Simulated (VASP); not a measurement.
# BiSb2 (R-3m) in VASP: relaxation of cell and atoms with PBE+D3(BJ)

Aim: the relaxation of cell and atoms of BiSb2 with PBE+D3(BJ).

Program: VASP 6.6.1. These are calculated values, not measurements. Logs are shortened: lines on timing, memory, paths and dates and some standing lists are left out, and cuts for length are marked.

### 1 The cell of the first run

It takes space group R-3m (No. 166, trigonal). The conventional cell has a = 4.163 Å, b = 4.163 Å, c = 18.217 Å, α = 90.00°, β = 90.00°, γ = 120.00°. Within 4.1 Å of Sb (site symmetry 3m) lie 3 Sb at 3.09 Å and 4 Bi at 3.17 to 4.00 Å. Within 4.2 Å of Bi (site symmetry -3m) lie 8 Sb at 3.17 to 4.00 Å and 6 Bi at 4.16 Å.

### 2 Relaxation of cell and atoms, PBE+D3(BJ)

INCAR

```
SYSTEM = BiSb2
  PREC = Accurate
  ENCUT = 600
  EDIFF = 1E-6
  ISMEAR = 0
  SIGMA = 0.1
  LREAL = .FALSE.
  LASPH = .TRUE.
  NELM = 60
  ALGO = Normal
  ISIF = 3
  LWAVE = .FALSE.
  LCHARG = .FALSE.
  GGA = PE
  IVDW = 12
  IBRION = 2
  NSW = 100
  EDIFFG = -0.01
```

KPOINTS

```
regular mesh
0
G
  12 12 12
  0 0 0
```

POSCAR

```
BiSb2
1.0
    2.0816486317      1.2018403979      6.0723047105
   -2.0816486317      1.2018403979      6.0723047105
    0.0000000000     -2.4036807957      6.0723047105
Sb Bi
2 1
Direct
    0.7198152531      0.7198152531      0.7198152531
    0.2801847469      0.2801847469      0.2801847469
    0.5000000000      0.5000000000      0.5000000000
```

Potentials or basis: VASP PAW PBE potentials, release 64 (Sb, Bi_d).

On the command line:

```
$ cat potpaw_PBE.64/Sb/POTCAR potpaw_PBE.64/Bi_d/POTCAR > POTCAR
$ mpirun -np 1 vasp_std > vasp.out
```

OUTCAR:

```text
SYSTEM = BiSb2
   PREC = Accurate
   ENCUT = 600
   EDIFF = 1E-6
   ISMEAR = 0
   LREAL = .FALSE.
   LASPH = .TRUE.
   NELM = 60
   ISIF = 3
   GGA = PE
   IVDW = 12
   IBRION = 2
   NSW = 100
   EDIFFG = -0.01
 IVDW          = 12

 ion  position               nearest neighbor table
   1  0.720  0.720  0.720-   2 3.09   2 3.09   2 3.09   3 3.17   3 3.17   3 3.17
   2  0.280  0.280  0.280-   1 3.09   1 3.09   1 3.09   3 3.17   3 3.17   3 3.17
   3  0.500  0.500  0.500-   2 3.17   1 3.17   2 3.17   2 3.17   1 3.17   1 3.17

  LATTYP: Found a trigonal (rhomboedric) cell.
 ALAT       =     6.5307400702
 COS(alpha) =     0.7968017100

  Lattice vectors:

 A1 = (   2.0816486317,   1.2018403979,   6.0723047105)
 A2 = (  -2.0816486317,   1.2018403979,   6.0723047105)
 A3 = (   0.0000000000,  -2.4036807957,   6.0723047105)

Analysis of symmetry for initial positions (statically):
=====================================================================
 Subroutine PRICEL returns:
 Original cell was already a primitive cell.

 Routine SETGRP: Setting up the symmetry group for a
 trigonal (rhombohedral) supercell.

 Subroutine GETGRP returns: Found 12 space group operations
 (whereof 12 operations were pure point group operations)
 out of a pool of 12 trial point group operations.

The static configuration has the point symmetry D_3d.

Analysis of symmetry for dynamics (positions and initial velocities):
=====================================================================
 Subroutine PRICEL returns:
 Original cell was already a primitive cell.

 Routine SETGRP: Setting up the symmetry group for a
 trigonal (rhombohedral) supercell.

 Subroutine GETGRP returns: Found 12 space group operations
 (whereof 12 operations were pure point group operations)
 out of a pool of 12 trial point group operations.

The dynamic configuration has the point symmetry D_3d.

 Subroutine INISYM returns: Found 12 space group operations
 (whereof 12 operations are pure point group operations),
 and found     1 'primitive' translations

----------------------------------------------------------------------------------------

                                     Primitive cell

  volume of cell :      91.1505

  direct lattice vectors                    reciprocal lattice vectors
     2.081648632  1.201840398  6.072304711     0.240194235  0.138676206  0.054894039
    -2.081648632  1.201840398  6.072304711    -0.240194235  0.138676206  0.054894039
     0.000000000 -2.403680796  6.072304711     0.000000000 -0.277352412  0.054894039

  length of vectors
     6.530740070  6.530740070  6.530740070     0.282732588  0.282732588  0.282732588

  position of ions in fractional coordinates (direct lattice)
     0.719815253  0.719815253  0.719815253
     0.280184747  0.280184747  0.280184747
     0.500000000  0.500000000  0.500000000

  ion indices of the primitive-cell ions
   primitive index   ion index
                 1           1
                 2           2
                 3           3

----------------------------------------------------------------------------------------

 KPOINTS: regular mesh

Automatic generation of k-mesh.
 Grid dimensions read from file:
 generate k-points for:   12   12   12

 Generating k-lattice:

  Cartesian coordinates                     Fractional coordinates (reciprocal lattice)
     0.020016186  0.011556351  0.004574503     0.083333333 -0.000000000  0.000000000
    -0.020016186  0.011556351  0.004574503    -0.000000000  0.083333333  0.000000000
     0.000000000 -0.023112701  0.004574503     0.000000000  0.000000000  0.083333333

  Length of vectors
     0.023561049  0.023561049  0.023561049

  Shift w.r.t. Gamma in fractional coordinates (k-lattice)
     0.000000000  0.000000000  0.000000000

 Subroutine IBZKPT returns following result:
 ===========================================

 Found    189 irreducible k-points:

 Following reciprocal coordinates:
            Coordinates               Weight
  0.000000  0.000000  0.000000      1.000000
  0.083333 -0.000000 -0.000000      6.000000
  0.166667 -0.000000  0.000000      6.000000
  0.250000  0.000000  0.000000      6.000000
  0.333333 -0.000000  0.000000      6.000000
  0.416667 -0.000000  0.000000      6.000000
[... 16 lines left out ...]
  0.500000  0.166667 -0.000000     12.000000
 -0.416667  0.166667 -0.000000     12.000000
 [... further k-points ...]
   k-points           NKPTS =    189   k-points in BZ     NKDIM =    189   number of bands    NBANDS=     16
   number of dos      NEDOS =    301   number of ions     NIONS =      3
   total plane-waves  NPLWV = 157464
   dimension x,y,z NGX =    54 NGY =   54 NGZ =   54
   dimension x,y,z NGXF=   108 NGYF=  108 NGZF=  108
   ions per type =               2   1
   NGX,Y,Z   is equivalent  to a cutoff of  13.75, 13.75, 13.75 a.u.
   NGXF,Y,Z  is equivalent  to a cutoff of  27.49, 27.49, 27.49 a.u.
 SYSTEM =  BiSb2
   PREC   = accura    normal or accurate (medium, high low for compatibility)
   ISTART =      0    job   : 0-new  1-cont  2-samecut
   ICHARG =      2    charge: 1-file 2-atom 10-const
   ISPIN  =      1    spin polarized calculation?
   LNONCOLLINEAR =      F non collinear calculations
   LSORBIT =      F    spin-orbit coupling
   LASPH  =      T    aspherical Exc in radial PAW
   ENCUT  =  600.0 eV  44.10 Ry    6.64 a.u.  13.04 13.04 13.04*2*pi/ulx,y,z
   NELM   =     60;   NELMIN=  2; NELMDL= -5     # of ELM steps
   EDIFF  = 0.1E-05   stopping-criterion for ELM
   LREAL  =      F    real-space projection
   EDIFFG = -.1E-01   stopping-criterion for IOM
   NSW    =    100    number of steps for IOM
   IBRION =      2    ionic relax: 0-MD 1-quasi-New 2-CG
   NFREE  =      1    steps in history (QN), initial steepest desc. (CG)
   ISIF   =      3    stress and relaxation
   ISYM   =      2    0-nonsym 1-usesym 2-fastsym
   POTIM  = 0.5000    time-step for ionic-motion
   TEBEG  =    0.0;   TEEND  =   0.0 temperature during run
   PSTRESS=    0.0 pullay stress
   NELECT =      25.0000    total number of electrons
   NUPDOWN=      -1.0000    fix difference up-down
   EMIN   =  10.00;   EMAX   =-10.00  energy-range for DOS
   EFERMI =   0.00;   METHOD = LEGACY
   ISMEAR =     0;   SIGMA  =   0.10  broadening in eV -4-tet -1-fermi 0-gaus
   EFERMI_NEDOS =   21; number of points for ismear=-14 and -15
   IALGO  =     38    algorithm
   IMIX   =      4    mixing-type and parameters
     AMIX     =   0.40;   BMIX     =  1.00
     AMIX_MAG =   1.60;   BMIX_MAG =  1.00
  volume/ion in A,a.u.               =      30.38       205.04
  Fermi-wavevector in a.u.,A,eV,Ry     =   1.063658  2.010021 15.393188  1.131367
  Thomas-Fermi vector in A             =   2.199150
   LORBIT       =      0    0 simple, 1 ext, 2 COOP (PROOUT), +10 PAW based schemes
   GGA     = PE    functional components
   LHFCALC =     F    Hartree Fock is set to
   AEXX    =    0.0000 exact exchange contribution
   IVDW    =    12    specifies the selected vdW correction
   LEPSILON=     F    determine dielectric tensor
   LRPA    =     F    only Hartree local field effects (RPA)
 conjugate gradient relaxation of ions
 non-spin polarized calculation
 Gauss-broadening in eV      SIGMA  =   0.10
  energy-cutoff  :      600.00
  volume of cell :       91.15
 maximum number of plane-waves:      3062
 NGX is ok and might be reduce to    54
   NGX = 27   NGY = 27   NGZ = 27

--------------------------------------- Ionic step        1  -------------------------------------------

 number of electron      25.0000002 magnetization

 Free energy of the ion-electron system (eV)
  ---------------------------------------------------
  ext. energy  EPLUGINS =         0.00000000
  ---------------------------------------------------
  free energy    TOTEN  =       -11.71476737 eV

  energy without entropy =      -11.70720283  energy(sigma->0) =      -11.71098510

------------------------ aborting loop because EDIFF is reached ----------------------------------------

 Edisp (eV)   -1.45402

 E8    (eV) :    -0.6898

  FORCE on cell =-STRESS in cart. coord.  units (eV):
  Direction    XX          YY          ZZ          XY          YZ          ZX
  --------------------------------------------------------------------------------------
  -------------------------------------------------------------------------------------
  Total      -0.16543    -0.16543     0.30432     0.00000     0.00000     0.00000
  in kB      -2.90788    -2.90788     5.34915     0.00000     0.00000     0.00000
  external pressure =       -0.16 kB  Pullay stress =        0.00 kB

 VOLUME and BASIS-vectors are now :
 -----------------------------------------------------------------------------
  energy-cutoff  :      600.00
  volume of cell :       91.15
      direct lattice vectors                 reciprocal lattice vectors
     2.081648632  1.201840398  6.072304711     0.240194235  0.138676206  0.054894039
    -2.081648632  1.201840398  6.072304711    -0.240194235  0.138676206  0.054894039
     0.000000000 -2.403680796  6.072304711     0.000000000 -0.277352412  0.054894039
[... 247 lines left out ...]
 POSITION                                       TOTAL-FORCE (eV/Angst)
 -----------------------------------------------------------------------------------
     -0.00000      0.00000     13.25227         0.000000     -0.000000     -0.015924
     -0.00000      0.00000      5.15267        -0.000000      0.000000      0.015924
     -0.00000      0.00000      9.20247         0.000000     -0.000000      0.000000
 -----------------------------------------------------------------------------------
    total drift:                                0.000000     -0.000000      0.000000

  FREE ENERGIE OF THE ION-ELECTRON SYSTEM (eV)
  ---------------------------------------------------
  free  energy   TOTEN  =       -13.1719921370 eV

  energy  without entropy=      -13.1650391311  energy(sigma->0) =      -13.16851563

--------------------------------------- Ionic step        8  -------------------------------------------

 number of electron      25.0000002 magnetization

 Free energy of the ion-electron system (eV)
  ---------------------------------------------------
  ext. energy  EPLUGINS =         0.00000000
  ---------------------------------------------------
  free energy    TOTEN  =       -11.70946537 eV

  energy without entropy =      -11.70257156  energy(sigma->0) =      -11.70601847

 E-fermi :   7.4416     XC(G=0):  -9.8296

 val. band max:        7.4357382249   @ k =   0.2500   0.1667   0.0000
 cond. band min:       7.4670706137   @ k =  -0.4167   0.4167   0.0000
 fundamental gap:      0.0313323888
 Fermi energy:         7.4416067127

 k-point     1 :       0.0000    0.0000    0.0000
  band No.  band energies     occupation
      1     -15.4642      2.00000
      2     -15.4642      2.00000
      3     -15.4616      2.00000
      4     -15.4468      2.00000
      5     -15.4468      2.00000
      6      -5.5913      2.00000
[... 8 lines left out ...]
     15       9.8300      0.00000
     16       9.8300      0.00000
[... 419 lines left out ...]
 k-point    24 :      -0.4167    0.1667   -0.0000
  band No.  band energies     occupation
      1     -15.4757      2.00000
      2     -15.4626      2.00000
      3     -15.4537      2.00000
      4     -15.4406      2.00000
      5     -15.4314      2.00000
      6      -3.6295      2.00000
[... 8 lines left out ...]
     15      10.3604      0.00000
     16      10.6913      0.00000

 [... further k-points ...]

------------------------ aborting loop because EDIFF is reached ----------------------------------------

 Edisp (eV)   -1.46258

 E8    (eV) :    -0.6939

  FORCE on cell =-STRESS in cart. coord.  units (eV):
  Direction    XX          YY          ZZ          XY          YZ          ZX
  --------------------------------------------------------------------------------------
  -------------------------------------------------------------------------------------
  Total      -0.00225    -0.00225    -0.01084     0.00000    -0.00000    -0.00000
  in kB      -0.03983    -0.03983    -0.19166     0.00000    -0.00000    -0.00000
  external pressure =       -0.09 kB  Pullay stress =        0.00 kB

 VOLUME and BASIS-vectors are now :
 -----------------------------------------------------------------------------
  energy-cutoff  :      600.00
  volume of cell :       90.66
      direct lattice vectors                 reciprocal lattice vectors
     2.064150834  1.191738039  6.142200664     0.242230360  0.139851764  0.054269366
    -2.064150834  1.191738039  6.142200664    -0.242230360  0.139851764  0.054269366
    -0.000000000 -2.383476079  6.142200664     0.000000000 -0.279703527  0.054269366

 POSITION                                       TOTAL-FORCE (eV/Angst)
 -----------------------------------------------------------------------------------
     -0.00000      0.00000     13.26540         0.000000     -0.000000     -0.000712
     -0.00000      0.00000      5.16121        -0.000000      0.000000      0.000712
     -0.00000      0.00000      9.21330         0.000000      0.000000      0.000000
 -----------------------------------------------------------------------------------
    total drift:                               -0.000000     -0.000000      0.000000

  FREE ENERGIE OF THE ION-ELECTRON SYSTEM (eV)
  ---------------------------------------------------
  free  energy   TOTEN  =       -13.1720413987 eV

  energy  without entropy=      -13.1651475919  energy(sigma->0) =      -13.16859450

 reached required accuracy - stopping structural energy minimisation
```

It took 23 min on 1 thread of Intel Xeon 6975P-C (Granite Rapids), shared host; peak memory 0.69 GiB.

Results:

| Quantity | Value |
| --- | --- |
| Free energy | -13.1720 eV |
| Relaxed volume | 30.22 Å³/atom |
| Relaxed cell | a = 6.588 Å, b = 6.588 Å, c = 6.588 Å, α = 36.52°, β = 36.52°, γ = 36.52° |
| Space group after relaxing (to 0.05 Å) | R-3m (No. 166) |
| Energy gained by relaxing | 1.1 meV/atom |
| Ionic steps | 8 |
| Pressure after relaxing | 0.0 GPa |
| Dispersion energy per atom | -0.488 eV |

The path:
| step | energy change (eV) | largest force (eV/Å) | pressure (GPa) | volume (Å³) |
| --- | --- | --- | --- | --- |
| 1 | 0.0000 | 0.0594 | -0.02 | 91.15 |
| 2 | -0.0021 | 0.0167 | -0.12 | 91.11 |
| 3 | -0.0028 | 0.0256 | -0.21 | 91.06 |
| 4 | -0.0030 | 0.0241 | 0.16 | 90.41 |
| 5 | -0.0031 | 0.0244 | 0.03 | 90.65 |
| 6 | -0.0031 | 0.0245 | 0.03 | 90.67 |
| 7 | -0.0032 | 0.0159 | 0.01 | 90.66 |
| 8 | -0.0032 | 0.0007 | -0.01 | 90.66 |

Final structure:
```
Sb Bi
1.0
     2.06415    1.19174    6.14220
    -2.06415    1.19174    6.14220
     0.00000   -2.38348    6.14220
Sb Bi
2 1
Direct
  0.71990 0.71990 0.71990
  0.28010 0.28010 0.28010
  0.50000 0.50000 0.50000
```

Caveat: spin-orbit coupling is left out, which moves the levels of the heavy elements; pairwise dispersion overbinds metals, which lowers pressure and volume.
